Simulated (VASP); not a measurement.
# Te (P4/mmm) in VASP: notebook

The runs below take Te through relaxation of shape and atoms at fixed volume, single point, with PBE.

Program: VASP 6.6.1. These are calculated values, not measurements. Logs are shortened: lines on timing, memory, paths and dates and some standing lists are left out, and cuts for length are marked.

## Step 1: The cell of the first run

Symmetry: P4/mmm, No. 123, tetragonal system. Conventional cell: a = 3.181 Å, b = 3.181 Å, c = 3.142 Å, α = 90.00°, β = 90.00°, γ = 90.00°. Te (site symmetry 4/mmm) has 6 Te at 3.14 to 3.18 Å within 4.1 Å.

This isn't the form of Te at room conditions, which is trigonal, of chains.

## Step 2: Relaxation of shape and atoms at fixed volume, PBE (31.80 Å³/atom)

File INCAR:

```
ALGO = Normal
EDIFF = 1E-6
EDIFFG = -0.01
ENCUT = 600
GGA = PE
IBRION = 2
ISIF = 4
ISMEAR = 0
LASPH = True
LCHARG = False
LREAL = False
LWAVE = False
NELM = 100
NSW = 50
PREC = Accurate
SIGMA = 0.1
```

File KPOINTS:

```
k-points
0
Gamma
  16 16 18
```

File POSCAR:

```
Te
1.0
    3.1814684444      0.0000000000      0.0000000000
    0.0000000000      3.1814684444      0.0000000000
    0.0000000000      0.0000000000      3.1415371184
Te
1
Direct
    0.5000000000      0.5000000000      0.5000000000
```

Potentials or basis: VASP PAW PBE potentials, release 64 (Te).

Started as:

```bash
> cat potpaw_PBE.64/Te/POTCAR > POTCAR
> mpirun -np 1 vasp_std > vasp.out
```

OUTCAR:

```text
EDIFF = 1E-6
   EDIFFG = -0.01
   ENCUT = 600
   GGA = PE
   IBRION = 2
   ISIF = 4
   ISMEAR = 0
   LASPH = True
   LREAL = False
   NELM = 100
   NSW = 50
   PREC = Accurate

 ion  position               nearest neighbor table
   1  0.500  0.500  0.500-

  LATTYP: Found a simple tetragonal cell.
 ALAT       =     3.1814684444
 C/A-ratio  =     0.9874487751

  Lattice vectors:

 A1 = (   3.1814684444,   0.0000000000,   0.0000000000)
 A2 = (   0.0000000000,   3.1814684444,   0.0000000000)
 A3 = (   0.0000000000,   0.0000000000,   3.1415371184)

Analysis of symmetry for initial positions (statically):
=====================================================================
 Subroutine PRICEL returns:
 Original cell was already a primitive cell.

 Routine SETGRP: Setting up the symmetry group for a
 simple tetragonal supercell.

 Subroutine GETGRP returns: Found 16 space group operations
 (whereof 16 operations were pure point group operations)
 out of a pool of 16 trial point group operations.

The static configuration has the point symmetry D_4h.

Analysis of symmetry for dynamics (positions and initial velocities):
=====================================================================
 Subroutine PRICEL returns:
 Original cell was already a primitive cell.

 Routine SETGRP: Setting up the symmetry group for a
 simple tetragonal supercell.

 Subroutine GETGRP returns: Found 16 space group operations
 (whereof 16 operations were pure point group operations)
 out of a pool of 16 trial point group operations.

The dynamic configuration has the point symmetry D_4h.

 Subroutine INISYM returns: Found 16 space group operations
 (whereof 16 operations are pure point group operations),
 and found     1 'primitive' translations

----------------------------------------------------------------------------------------

                                     Primitive cell

  volume of cell :      31.7978

  direct lattice vectors                    reciprocal lattice vectors
     3.181468444  0.000000000  0.000000000     0.314320264  0.000000000  0.000000000
     0.000000000  3.181468444  0.000000000     0.000000000  0.314320264  0.000000000
     0.000000000  0.000000000  3.141537118     0.000000000  0.000000000  0.318315513

  length of vectors
     3.181468444  3.181468444  3.141537118     0.314320264  0.314320264  0.318315513

  position of ions in fractional coordinates (direct lattice)
     0.500000000  0.500000000  0.500000000

  ion indices of the primitive-cell ions
   primitive index   ion index
                 1           1

----------------------------------------------------------------------------------------

 KPOINTS: k-points

Automatic generation of k-mesh.
 Grid dimensions read from file:
 generate k-points for:   16   16   18

 Generating k-lattice:

  Cartesian coordinates                     Fractional coordinates (reciprocal lattice)
     0.019645016  0.000000000  0.000000000     0.062500000  0.000000000  0.000000000
     0.000000000  0.019645016  0.000000000     0.000000000  0.062500000  0.000000000
     0.000000000  0.000000000  0.017684195     0.000000000  0.000000000  0.055555556

  Length of vectors
     0.019645016  0.019645016  0.017684195

  Shift w.r.t. Gamma in fractional coordinates (k-lattice)
     0.000000000  0.000000000  0.000000000

 Subroutine IBZKPT returns following result:
 ===========================================

 Found    450 irreducible k-points:

 Following reciprocal coordinates:
            Coordinates               Weight
  0.000000  0.000000  0.000000      1.000000
  0.062500  0.000000  0.000000      4.000000
  0.125000  0.000000  0.000000      4.000000
  0.187500  0.000000  0.000000      4.000000
  0.250000  0.000000  0.000000      4.000000
  0.312500  0.000000  0.000000      4.000000
[... 16 lines left out ...]
  0.437500  0.125000  0.000000      8.000000
  0.500000  0.125000  0.000000      4.000000
 [... further k-points ...]
   k-points           NKPTS =    450   k-points in BZ     NKDIM =    450   number of bands    NBANDS=      7
   number of dos      NEDOS =    301   number of ions     NIONS =      1
   total plane-waves  NPLWV =  21952
   dimension x,y,z NGX =    28 NGY =   28 NGZ =   28
   dimension x,y,z NGXF=    56 NGYF=   56 NGZF=   56
   ions per type =               1
   NGX,Y,Z   is equivalent  to a cutoff of  14.63, 14.63, 14.82 a.u.
   NGXF,Y,Z  is equivalent  to a cutoff of  29.26, 29.26, 29.63 a.u.
 SYSTEM =  unknown system
   PREC   = accura    normal or accurate (medium, high low for compatibility)
   ISTART =      0    job   : 0-new  1-cont  2-samecut
   ICHARG =      2    charge: 1-file 2-atom 10-const
   ISPIN  =      1    spin polarized calculation?
   LNONCOLLINEAR =      F non collinear calculations
   LSORBIT =      F    spin-orbit coupling
   LASPH  =      T    aspherical Exc in radial PAW
   ENCUT  =  600.0 eV  44.10 Ry    6.64 a.u.   6.35  6.35  6.27*2*pi/ulx,y,z
[... 69 lines left out ...]
     0.000000000  3.181468444  0.000000000     0.000000000  0.314320264  0.000000000
     0.000000000  0.000000000  3.141537118     0.000000000  0.000000000  0.318315513

 POSITION                                       TOTAL-FORCE (eV/Angst)
 -----------------------------------------------------------------------------------
      1.59073      1.59073      1.57077         0.000000      0.000000      0.000000
 -----------------------------------------------------------------------------------
    total drift:                               -0.000000      0.000000      0.000000

  FREE ENERGIE OF THE ION-ELECTRON SYSTEM (eV)
  ---------------------------------------------------
  free  energy   TOTEN  =        -3.0966687562 eV

  energy  without entropy=       -3.0938947729  energy(sigma->0) =       -3.09528176

--------------------------------------- Ionic step        2  -------------------------------------------

 number of electron       6.0000000 magnetization

 Free energy of the ion-electron system (eV)
  ---------------------------------------------------
  ext. energy  EPLUGINS =         0.00000000
  ---------------------------------------------------
  free energy    TOTEN  =        -3.09667623 eV

  energy without entropy =       -3.09388887  energy(sigma->0) =       -3.09528255

 E-fermi :   6.7902     XC(G=0):  -9.4023

 val. band max:        6.7735467268   @ k =   0.1250   0.0625   0.2222
 cond. band min:       6.7948887459   @ k =   0.5000   0.3125   0.2222
 fundamental gap:      0.0213420191
 Fermi energy:         6.7901693972

 k-point     1 :       0.0000    0.0000    0.0000
  band No.  band energies     occupation
      1      -7.0139      2.00000
      2       7.9341      0.00000
      3       7.9341      0.00000
      4       8.2098      0.00000
      5      12.7604      0.00000
      6      12.8330      0.00000
      7      13.4510      0.00000

 k-point     2 :       0.0625    0.0000    0.0000
  band No.  band energies     occupation
      1      -6.9672      2.00000
      2       7.3700      0.00000
      3       7.9765      0.00000
      4       8.2522      0.00000
      5      12.8472      0.00000
      6      13.1903      0.00000
      7      13.7575      0.00000

 k-point     3 :       0.1250    0.0000    0.0000
  band No.  band energies     occupation
      1      -6.8287      2.00000
      2       6.1710      2.00000
      3       8.1004      0.00000
      4       8.3762      0.00000
      5      12.9783      0.00000
      6      13.4692      0.00000
      7      15.0990      0.00000

 k-point     4 :       0.1875    0.0000    0.0000
  band No.  band energies     occupation
      1      -6.6053      2.00000
      2       4.8390      2.00000
      3       8.2960      0.00000
      4       8.5718      0.00000
      5      13.1901      0.00000
      6      13.7352      0.00000
      7      16.8377      0.00000

 k-point     5 :       0.2500    0.0000    0.0000
  band No.  band energies     occupation
      1      -6.3103      2.00000
      2       3.5611      2.00000
      3       8.5450      0.00000
      4       8.8208      0.00000
      5      13.4757      0.00000
      6      14.0880      0.00000
      7      18.5119      0.00000
[... 161 lines left out ...]
 k-point    22 :       0.3750    0.1250    0.0000
  band No.  band energies     occupation
      1      -5.4418      2.00000
      2       1.6807      2.00000
      3       7.4200      0.00000
      4       9.5147      0.00000
      5      14.5597      0.00000
      6      15.0031      0.00000
      7      17.0808      0.00000

 k-point    23 :       0.4375    0.1250    0.0000
  band No.  band energies     occupation
      1      -5.1738      2.00000
      2       1.0599      2.00000
      3       7.6406      0.00000
      4       9.7009      0.00000
      5      14.2294      0.00000
      6      15.2923      0.00000
      7      17.3784      0.00000

 k-point    24 :       0.5000    0.1250    0.0000
  band No.  band energies     occupation
      1      -5.0694      2.00000
      2       0.8372      2.00000
      3       7.7242      0.00000
      4       9.7698      0.00000
      5      14.0790      0.00000
      6      15.4567      0.00000
      7      17.7228      0.00000

 [... further k-points ...]
[... 5 lines left out ...]
  --------------------------------------------------------------------------------------
  -------------------------------------------------------------------------------------
  Total        0.3159933      0.3159933      0.3224283      0.0000000     -0.0000000     -0.0000000
  in kB       15.9217593     15.9217593     16.2459937      0.0000000     -0.0000000     -0.0000000
  external PRESSURE =      16.0298374 kB  Pullay stress =       0.0000000 kB

 VOLUME and BASIS-vectors are now :
 -----------------------------------------------------------------------------
  energy-cutoff  :      600.00
  volume of cell :       31.80
      direct lattice vectors                 reciprocal lattice vectors
     3.180520243  0.000000000  0.000000000     0.314413971  0.000000000  0.000000000
     0.000000000  3.180520243 -0.000000000     0.000000000  0.314413971  0.000000000
     0.000000000 -0.000000000  3.143410556     0.000000000  0.000000000  0.318125801

 POSITION                                       TOTAL-FORCE (eV/Angst)
 -----------------------------------------------------------------------------------
      1.59026      1.59026      1.57171         0.000000     -0.000000      0.000000
 -----------------------------------------------------------------------------------
    total drift:                               -0.000000      0.000000      0.000000

  FREE ENERGIE OF THE ION-ELECTRON SYSTEM (eV)
  ---------------------------------------------------
  free  energy   TOTEN  =        -3.0966762278 eV

  energy  without entropy=       -3.0938888704  energy(sigma->0) =       -3.09528255

 reached required accuracy - stopping structural energy minimisation
```

Run time: 3.3 min. Hardware: 1 thread of Intel Xeon 8259CL, shared host; peak memory 0.26 GiB.

What came out:

```yaml
Free_energy: -3.0967 eV
Energy_gained_by_relaxing: 0.0 meV/atom
Ionic_steps: 2
Pressure_after_relaxing: 1.6 GPa
Band_gap_on_the_k_mesh: zero (bands 3 and 4 overlap by 5.62 eV)
```

Final structure:
```xyz
1
Lattice="3.1805 0.0000 0.0000 0.0000 3.1805 0.0000 0.0000 0.0000 3.1434" Properties=species:S:1:pos:R:3 pbc="T T T"
Te    1.5903    1.5903    1.5717
```

Levels at points of the mesh, in eV from the Fermi level:
| k point | band 1 | band 2 | band 3 | band 4 | band 5 | band 6 | band 7 |
| --- | --- | --- | --- | --- | --- | --- | --- |
| (0.00, 0.00, 0.00) | -13.80 | 1.14 | 1.14 | 1.42 | 5.97 | 6.04 | 6.66 |
| (0.50, 0.00, 0.00) | -12.05 | -6.13 | 2.54 | 2.82 | 7.83 | 9.62 | 9.82 |
| (0.50, 0.50, 0.00) | -10.25 | -4.54 | -4.54 | 2.05 | 4.16 | 11.06 | 12.66 |
| (0.00, 0.00, 0.50) | -11.91 | -6.20 | 2.64 | 2.64 | 7.88 | 9.59 | 9.67 |
| (0.50, 0.00, 0.50) | -10.10 | -4.62 | -4.44 | 2.05 | 3.99 | 10.99 | 12.35 |
| (0.50, 0.50, 0.50) | -8.19 | -3.18 | -2.98 | -2.98 | 4.35 | 4.35 | 4.47 |

Caveat: spin-orbit coupling is left out, which moves the levels of the heavy elements.

## Step 3: Single point, PBE (36.06 Å³/atom)

This run uses another cell than the first one, of 36.06 Å³/atom.

File INCAR:

```
PREC = Accurate
ENCUT = 520
EDIFF = 1E-7
ISMEAR = 0
SIGMA = 0.1
LREAL = F
LASPH = T
NELM = 100
ALGO = Normal
ISIF = 2
LWAVE = F
LCHARG = F
GGA = PE
NBANDS = 9
```

File KPOINTS:

```
regular mesh
0
Gamma
  16 16 18
```

File POSCAR:

```
Te
1.0
    3.3213498243      0.0000000000      0.0000000000
    0.0000000000      3.3213498243      0.0000000000
    0.0000000000      0.0000000000      3.2688059921
Te
1
Direct
    0.5000000000      0.5000000000      0.5000000000
```

Potentials or basis: VASP PAW PBE potentials, release 64 (Te).

Started as:

```bash
> cat potpaw_PBE.64/Te/POTCAR > POTCAR
> mpirun -np 1 vasp_std > vasp.out
```

Run time: 2.2 min. Hardware: 1 thread of Intel Xeon 8259CL, shared host; peak memory 0.26 GiB.

Results (log left out):

* Free energy: -3.0579 eV
* Pressure: -3.8 GPa
* Band gap on the k mesh: zero (bands 3 and 4 overlap by 4.78 eV)

Stress tensor (GPa, compression positive):
```
-3.79  0.00  0.00
 0.00 -3.79  0.00
 0.00  0.00 -3.94
```

Levels at points of the mesh, in eV from the Fermi level:
```tsv
k point	band 1	band 2	band 3	band 4	band 5	band 6	band 7	band 8
(0.00, 0.00, 0.00)	-12.89	0.98	0.98	1.30	6.02	6.12	6.37	16.57
(0.50, 0.00, 0.00)	-11.51	-5.19	2.07	2.39	7.76	8.89	9.65	10.37
(0.50, 0.50, 0.00)	-10.13	-3.85	-3.85	2.68	3.42	10.36	12.29	12.29
(0.00, 0.00, 0.50)	-11.36	-5.27	2.19	2.19	7.82	8.85	9.48	10.33
(0.50, 0.00, 0.50)	-9.97	-3.96	-3.74	2.69	3.22	10.27	11.90	12.08
(0.50, 0.50, 0.50)	-8.54	-2.78	-2.54	-2.54	4.73	4.73	4.88	7.55
```

Caveat: the cell stands under tension; spin-orbit coupling is left out, which moves the levels of the heavy elements.

## Step 4: Single point, PBE (28.85 Å³/atom)

This run uses another cell than the first one, of 28.85 Å³/atom.

File INCAR:

```
SYSTEM = Te
PREC = Accurate
ENCUT = 520
EDIFF = 1E-7
ISMEAR = 0
SIGMA = 0.1
LREAL = .False.
LASPH = .True.
NELM = 100
ALGO = Normal
ISIF = 2
LWAVE = .False.
LCHARG = .False.
GGA = PE
NBANDS = 9
```

File KPOINTS:

```
regular mesh
0
Gamma
  16 16 18
  0 0 0
```

File POSCAR:

```
Te
1.0
    3.0745183534      0.0000000000      0.0000000000
    0.0000000000      3.0745183534      0.0000000000
    0.0000000000      0.0000000000      3.0517868233
Te
1
Direct
    0.5000000000      0.5000000000      0.5000000000
```

Started as:

```bash
> cat potpaw_PBE.64/Te/POTCAR > POTCAR
> mpirun -np 1 vasp_std > vasp.out
```

It took 62 s on 1 thread of Intel Xeon 8259CL, shared host; peak memory 0.23 GiB.

The run converged. Its results:

```
Free energy            : -3.0081 eV
Pressure               : 8.6 GPa
Band gap on the k mesh : zero (bands 3 and 4 overlap by 6.41 eV)
```

Levels at points of the mesh, in eV from the Fermi level:
```tsv
k point	band 1	band 2	band 3	band 4	band 5	band 6	band 7
(0.00, 0.00, 0.00)	-14.64	1.27	1.27	1.46	5.85	5.92	7.03
(0.50, 0.00, 0.00)	-12.54	-6.96	2.95	3.15	7.89	9.90	10.25
(0.50, 0.50, 0.00)	-10.35	-5.13	-5.13	1.49	4.81	11.67	12.73
(0.00, 0.00, 0.50)	-12.44	-7.00	3.03	3.03	7.92	9.79	10.24
(0.50, 0.00, 0.50)	-10.24	-5.19	-5.06	1.49	4.69	11.62	12.57
(0.50, 0.50, 0.50)	-7.86	-3.52	-3.38	-3.38	4.01	4.01	4.09
```

Caveat: the cell stands under pressure; spin-orbit coupling is left out, which moves the levels of the heavy elements.

## Step 5: Single point, PBE (29.83 Å³/atom)

This run uses another cell than the first one, of 29.83 Å³/atom.

File INCAR:

```
PREC = Accurate ; ENCUT = 520
EDIFF = 1E-7 ; ISMEAR = 0
SIGMA = 0.1 ; LREAL = F
LASPH = T ; NELM = 100
ALGO = Normal ; ISIF = 2
LWAVE = F ; LCHARG = F
GGA = PE ; NBANDS = 9
```

File KPOINTS:

```
regular mesh
0
Gamma
  16 16 18
```

File POSCAR:

```
Te
1.0
    3.1107623203      0.0000000000      0.0000000000
    0.0000000000      3.1107623203      0.0000000000
    0.0000000000      0.0000000000      3.0827154132
Te
1
Direct
    0.5000000000      0.5000000000      0.5000000000
```

Started as:

```bash
> cat potpaw_PBE.64/Te/POTCAR > POTCAR
> mpirun -np 1 vasp_std > vasp.out
```

Run time: 54 s. Hardware: 1 thread of Intel Xeon 8259CL, shared host; peak memory 0.23 GiB.

Results (log left out):

* Free energy: -3.0523 eV
* Pressure: 5.9 GPa
* Band gap on the k mesh: zero (bands 3 and 4 overlap by 6.13 eV)

Levels at points of the mesh, in eV from the Fermi level:
```
           k point  band 1  band 2  band 3  band 4  band 5  band 6  band 7  band 8
(0.00, 0.00, 0.00)  -14.34    1.23    1.23    1.46    5.89    5.97    6.90   17.98
(0.50, 0.00, 0.00)  -12.36   -6.66    2.81    3.04    7.87    9.88   10.03   10.70
(0.50, 0.50, 0.00)  -10.31   -4.92   -4.92    1.69    4.58   11.46   12.71   12.71
(0.00, 0.00, 0.50)  -12.25   -6.72    2.89    2.89    7.90    9.75   10.01   10.68
(0.50, 0.00, 0.50)  -10.19   -4.99   -4.84    1.69    4.44   11.39   12.52   12.58
(0.50, 0.50, 0.50)   -7.98   -3.40   -3.24   -3.24    4.13    4.13    4.23    6.88
```

Caveat: the cell stands under pressure; spin-orbit coupling is left out, which moves the levels of the heavy elements.

## Step 6: Single point, PBE (30.81 Å³/atom)

This run uses another cell than the first one, of 30.81 Å³/atom.

File INCAR:

```
SYSTEM = Te
ALGO = Normal ; EDIFF = 1E-6
ENCUT = 520 ; GGA = PE
ISIF = 2 ; ISMEAR = 0
LASPH = .True. ; LCHARG = .False.
LREAL = .False. ; LWAVE = .False.
NBANDS = 9 ; NELM = 60
PREC = Accurate ; SIGMA = 0.1
```

File KPOINTS:

```
k-points
0
Gamma
  16 16 18
  0 0 0
```

File POSCAR:

```
Te
1.0
    3.1464056182      0.0000000000      0.0000000000
    0.0000000000      3.1464056182      0.0000000000
    0.0000000000      0.0000000000      3.1126059052
Te
1
Direct
    0.5000000000      0.5000000000      0.5000000000
```

Potentials or basis: VASP PAW PBE potentials, release 64 (Te).

Started as:

```bash
> cat potpaw_PBE.64/Te/POTCAR > POTCAR
> mpirun -np 1 vasp_std > vasp.out
```

It took 54 s on 1 thread of Intel Xeon 8259CL, shared host; peak memory 0.24 GiB.

It converged, with:

```
Free energy            : -3.0810 eV
Pressure               : 3.6 GPa
Band gap on the k mesh : zero (bands 3 and 4 overlap by 5.87 eV)
```

Stress tensor (GPa, compression positive):
```
3.53 0.00 0.00
0.00 3.53 0.00
0.00 0.00 3.62
```

Levels at points of the mesh, in eV from the Fermi level:
```tsv
k point	band 1	band 2	band 3	band 4	band 5	band 6
(0.00, 0.00, 0.00)	-14.06	1.18	1.18	1.45	5.93	6.01
(0.50, 0.00, 0.00)	-12.20	-6.39	2.66	2.93	7.85	9.82
(0.50, 0.50, 0.00)	-10.28	-4.72	-4.72	1.87	4.37	11.25
(0.00, 0.00, 0.50)	-12.07	-6.45	2.77	2.77	7.89	9.71
(0.50, 0.00, 0.50)	-10.14	-4.80	-4.63	1.88	4.21	11.18
(0.50, 0.50, 0.50)	-8.09	-3.29	-3.10	-3.10	4.24	4.24
```

Caveat: the cell stands under pressure; spin-orbit coupling is left out, which moves the levels of the heavy elements.

## Step 7: Overview

```csv
task,cell,cutoff (eV),gap on the mesh (eV),pressure (GPa)
relaxation of shape and atoms at fixed volume,"relaxed from a = 3.181, b = 3.181, c = 3.142 Å, 1 atom",600,none,1.6
single point,"a = 3.321, b = 3.321, c = 3.269 Å, 1 atom",520,none,-3.8
single point,"a = 3.075, b = 3.075, c = 3.052 Å, 1 atom",520,none,8.6
single point,"a = 3.111, b = 3.111, c = 3.083 Å, 1 atom",520,none,5.9
single point,"a = 3.146, b = 3.146, c = 3.113 Å, 1 atom",520,none,3.6
```

Alike in all rows: level PBE; potentials or basis VASP PAW PBE potentials, release 64 (Te); no spin polarisation; k mesh 16 × 16 × 18; smearing gaussian 0.1 eV.

Caveats: spin-orbit coupling is left out, which moves the levels of the heavy elements; the cell stands under pressure (at least some runs); the cell stands under tension (at least some runs).

Absolute energies hang on the potentials; compare differences alone.
